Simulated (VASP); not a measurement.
# Ta2N (P-31m) in VASP: single point with PBEsol

Aim: the single point of Ta2N with PBEsol.

All numbers are computed with VASP 6.6.1; they aren't measurements. Logs are shortened: lines on timing, memory, paths and dates and some standing lists are left out, and cuts for length are marked.

## (1) The cell of the first run

It takes space group P-31m (No. 162, trigonal). The conventional cell has a = 5.343 Å, b = 5.343 Å, c = 4.765 Å, α = 90.00°, β = 90.00°, γ = 120.00°. Within 2.8 Å of Ta (site symmetry m) lie 3 N at 2.13 to 2.15 Å. N (site symmetry 32) has 6 Ta at 2.15 Å within 2.8 Å. Within 2.8 Å of N (site symmetry -3m) lie 6 Ta at 2.13 Å.

## (2) Single point, PBEsol (strain +0.015 along x and y, -0.030 along z)

File INCAR:

```
SYSTEM = Ta2N
  PREC = Accurate
  ENCUT = 520
  EDIFF = 1E-6
  ISMEAR = 0
  SIGMA = 0.15
  LREAL = .FALSE.
  LASPH = .TRUE.
  NELM = 60
  ALGO = Normal
  ISIF = 2
  LWAVE = .FALSE.
  LCHARG = .FALSE.
  GGA = PS
  NBANDS = 50
```

File KPOINTS:

```
regular mesh
0
G
  12 12 8
  0 0 0
```

File POSCAR:

```
Ta2N
1.0
    5.3430590390      0.0000000000      0.0000000000
   -2.6715295195      4.6272248617      0.0000000000
    0.0000000000      0.0000000000      4.7652243437
Ta N
6 3
Direct
    0.6668041018      0.6668041018      0.7527922856
    0.0000000000      0.3331958982      0.7527922856
    0.3331958982      0.0000000000      0.7527922856
    0.3331958982      0.3331958982      0.2472077144
    0.0000000000      0.6668041018      0.2472077144
    0.6668041018      0.0000000000      0.2472077144
    0.6666666667      0.3333333333      0.5000000000
    0.3333333333      0.6666666667      0.5000000000
    0.0000000000      0.0000000000      0.0000000000
```

Potentials or basis: VASP PAW PBE potentials, release 64 (Ta_pv, N).

Run with:

```bash
$ cat potpaw_PBE.64/Ta_pv/POTCAR potpaw_PBE.64/N/POTCAR > POTCAR
$ mpirun -np 1 vasp_std > vasp.out
```

OUTCAR:

```text
SYSTEM = Ta2N
   PREC = Accurate
   ENCUT = 520
   EDIFF = 1E-6
   ISMEAR = 0
   LREAL = .FALSE.
   LASPH = .TRUE.
   NELM = 60
   ISIF = 2
   GGA = PS

 ion  position               nearest neighbor table
   1  0.667  0.667  0.753-   9 2.13   8 2.15   7 2.15   5 2.95   6 2.95   4 2.95   5 3.00   6 3.00
                             4 3.00   3 3.08   2 3.08   3 3.09   2 3.09   2 3.09   3 3.09
   2  0.000  0.333  0.753-   9 2.13   7 2.15   8 2.15   4 2.95   6 2.95   5 2.95   4 3.00   6 3.00
                             5 3.00   3 3.08   1 3.08   3 3.09   1 3.09   1 3.09   3 3.09
   3  0.333  0.000  0.753-   9 2.13   8 2.15   7 2.15   5 2.95   4 2.95   6 2.95   4 3.00   5 3.00
                             6 3.00   2 3.08   1 3.08   1 3.09   2 3.09   2 3.09   1 3.09
   4  0.333  0.333  0.247-   9 2.13   7 2.15   8 2.15   2 2.95   3 2.95   1 2.95   2 3.00   3 3.00
                             1 3.00   6 3.08   5 3.08   6 3.09   5 3.09   5 3.09   6 3.09
   5  0.000  0.667  0.247-   9 2.13   8 2.15   7 2.15   1 2.95   3 2.95   2 2.95   1 3.00   3 3.00
                             2 3.00   6 3.08   4 3.08   6 3.09   4 3.09   4 3.09   6 3.09
   6  0.667  0.000  0.247-   9 2.13   7 2.15   8 2.15   2 2.95   1 2.95   3 2.95   1 3.00   2 3.00
                             3 3.00   5 3.08   4 3.08   4 3.09   5 3.09   4 3.09   5 3.09
   7  0.667  0.333  0.500-   2 2.15   6 2.15   3 2.15   5 2.15   4 2.15   1 2.15
   8  0.333  0.667  0.500-   5 2.15   3 2.15   6 2.15   2 2.15   1 2.15   4 2.15
   9  0.000  0.000  0.000-   3 2.13   6 2.13   1 2.13   4 2.13   5 2.13   2 2.13

  LATTYP: Found a hexagonal cell.
 ALAT       =     5.3430590390
 C/A-ratio  =     0.8918532079

  Lattice vectors:

 A1 = (   5.3430590390,   0.0000000000,   0.0000000000)
 A2 = (  -2.6715295195,   4.6272248617,   0.0000000000)
 A3 = (   0.0000000000,   0.0000000000,   4.7652243437)

Analysis of symmetry for initial positions (statically):
=====================================================================
 Subroutine PRICEL returns:
 Original cell was already a primitive cell.

 Routine SETGRP: Setting up the symmetry group for a
 hexagonal supercell.

 Subroutine GETGRP returns: Found 12 space group operations
 (whereof 12 operations were pure point group operations)
 out of a pool of 24 trial point group operations.

The static configuration has the point symmetry D_3d.

Analysis of symmetry for dynamics (positions and initial velocities):
=====================================================================
 Subroutine PRICEL returns:
 Original cell was already a primitive cell.

 Routine SETGRP: Setting up the symmetry group for a
 hexagonal supercell.
[... 128 lines left out ...]
   TEBEG  =    0.0;   TEEND  =   0.0 temperature during run
   PSTRESS=    0.0 pullay stress
   NELECT =      81.0000    total number of electrons
   NUPDOWN=      -1.0000    fix difference up-down
   EMIN   =  10.00;   EMAX   =-10.00  energy-range for DOS
   EFERMI =   0.00;   METHOD = LEGACY
   ISMEAR =     0;   SIGMA  =   0.15  broadening in eV -4-tet -1-fermi 0-gaus
   EFERMI_NEDOS =   21; number of points for ismear=-14 and -15
   IALGO  =     38    algorithm
   IMIX   =      4    mixing-type and parameters
     AMIX     =   0.40;   BMIX     =  1.00
     AMIX_MAG =   1.60;   BMIX_MAG =  1.00
  volume/ion in A,a.u.               =      13.09        88.34
  Fermi-wavevector in a.u.,A,eV,Ry     =   1.444902  2.730470 28.405469  2.087743
  Thomas-Fermi vector in A             =   2.563145
   LORBIT       =      0    0 simple, 1 ext, 2 COOP (PROOUT), +10 PAW based schemes
   GGA     = PS    functional components
   LHFCALC =     F    Hartree Fock is set to
   AEXX    =    0.0000 exact exchange contribution
   IVDW    =     0    specifies the selected vdW correction
   LEPSILON=     F    determine dielectric tensor
   LRPA    =     F    only Hartree local field effects (RPA)
 non-spin polarized calculation
 Gauss-broadening in eV      SIGMA  =   0.15
  energy-cutoff  :      520.00
  volume of cell :      117.81
 maximum number of plane-waves:      3194
   NGX = 19   NGY = 19   NGZ = 17

 number of electron      80.9999994 magnetization

 Free energy of the ion-electron system (eV)
  ---------------------------------------------------
  ext. energy  EPLUGINS =         0.00000000
  ---------------------------------------------------
  free energy    TOTEN  =      -110.40930103 eV

  energy without entropy =     -110.37632172  energy(sigma->0) =     -110.39281138

 E-fermi :   7.5157     XC(G=0): -13.1801

 val. band max:        7.5126989586   @ k =   0.0833   0.0833   0.0000
 cond. band min:       7.5325253783   @ k =   0.1667   0.1667   0.1250
 fundamental gap:      0.0198264197
 Fermi energy:         7.5157420172

 k-point     1 :       0.0000    0.0000    0.0000
  band No.  band energies     occupation
      1     -28.2293      2.00000
      2     -27.8140      2.00000
      3     -27.6205      2.00000
      4     -27.6205      2.00000
      5     -27.6014      2.00000
      6     -27.6014      2.00000
[... 1261 lines left out ...]
     49      10.5985      0.00000
     50      11.0679      0.00000

 [... further k-points ...]

------------------------ aborting loop because EDIFF is reached ----------------------------------------

  FORCE on cell =-STRESS in cart. coord.  units (eV):
  Direction    XX          YY          ZZ          XY          YZ          ZX
  --------------------------------------------------------------------------------------
  -------------------------------------------------------------------------------------
  Total       -2.3687928     -2.3687928      7.3903576      0.0000000      0.0000000     -0.0000000
  in kB      -32.2139316    -32.2139316    100.5037134      0.0000000      0.0000000     -0.0000000
  external PRESSURE =      12.0252834 kB  Pullay stress =       0.0000000 kB

 VOLUME and BASIS-vectors are now :
 -----------------------------------------------------------------------------
  energy-cutoff  :      520.00
  volume of cell :      117.81
      direct lattice vectors                 reciprocal lattice vectors
     5.343059039  0.000000000  0.000000000     0.187158703  0.108056128  0.000000000
    -2.671529519  4.627224862  0.000000000     0.000000000  0.216112255  0.000000000
     0.000000000  0.000000000  4.765224344     0.000000000  0.000000000  0.209853708

 POSITION                                       TOTAL-FORCE (eV/Angst)
 -----------------------------------------------------------------------------------
      1.78139      3.08545      3.58722         0.028041      0.048568     -0.043691
     -0.89014      1.54177      3.58722         0.028041     -0.048568     -0.043691
      1.78029      0.00000      3.58722        -0.056081     -0.000000     -0.043691
      0.89014      1.54177      1.17800        -0.028041     -0.048568      0.043691
     -1.78139      3.08545      1.17800        -0.028041      0.048568      0.043691
      3.56277      0.00000      1.17800         0.056081      0.000000      0.043691
      2.67153      1.54241      2.38261        -0.000000      0.000000     -0.000000
     -0.00000      3.08482      2.38261         0.000000     -0.000000     -0.000000
      0.00000      0.00000      0.00000         0.000000      0.000000     -0.000000
 -----------------------------------------------------------------------------------
    total drift:                               -0.000000      0.000000     -0.000000

  FREE ENERGIE OF THE ION-ELECTRON SYSTEM (eV)
  ---------------------------------------------------
  free  energy   TOTEN  =      -110.4093010337 eV

  energy  without entropy=     -110.3763217241  energy(sigma->0) =     -110.39281138
```

Wall time 8.8 min (1 thread of AMD EPYC 9R14 (Zen 4), shared host); peak memory 0.59 GiB.

Results:

```yaml
Free_energy: -110.4093 eV
Pressure: 1.2 GPa
Largest_force: 0.071 eV/Å
Band_gap_on_the_k_mesh: zero (an odd number of electrons rules out a gap without spin polarisation)
```

Forces in eV/Å, atoms in the order of the input:
```
Ta   0.028  0.049 -0.044
Ta   0.028 -0.049 -0.044
Ta  -0.056  0.000 -0.044
Ta  -0.028 -0.049  0.044
Ta  -0.028  0.049  0.044
Ta   0.056  0.000  0.044
N    0.000  0.000  0.000
N    0.000  0.000  0.000
N    0.000  0.000  0.000
```

Levels at points of the mesh, in eV from the Fermi level:
| k point | band 39 | band 40 | band 41 | band 42 | band 43 | band 44 |
| --- | --- | --- | --- | --- | --- | --- |
| (0.00, 0.00, 0.00) | -0.53 | -0.51 | -0.14 | -0.14 | -0.14 | 0.35 |
| (0.50, 0.00, 0.00) | -1.39 | 0.42 | 0.48 | 1.27 | 1.27 | 1.63 |
| (0.00, 0.00, 0.50) | -1.56 | -1.56 | -0.77 | 0.54 | 0.54 | 0.92 |
| (0.50, 0.00, 0.50) | -1.25 | -0.64 | -0.27 | -0.02 | 0.06 | 0.71 |

Caveat: the cell differs from its parent crystal (strain +0.015 along x and y, -0.030 along z); the stress differs along the axes, from -3 to 10 GPa; the PAW data sets were made with another functional, which shifts forces and pressure a little; spin-orbit coupling is left out, which moves the levels of the heavy elements.
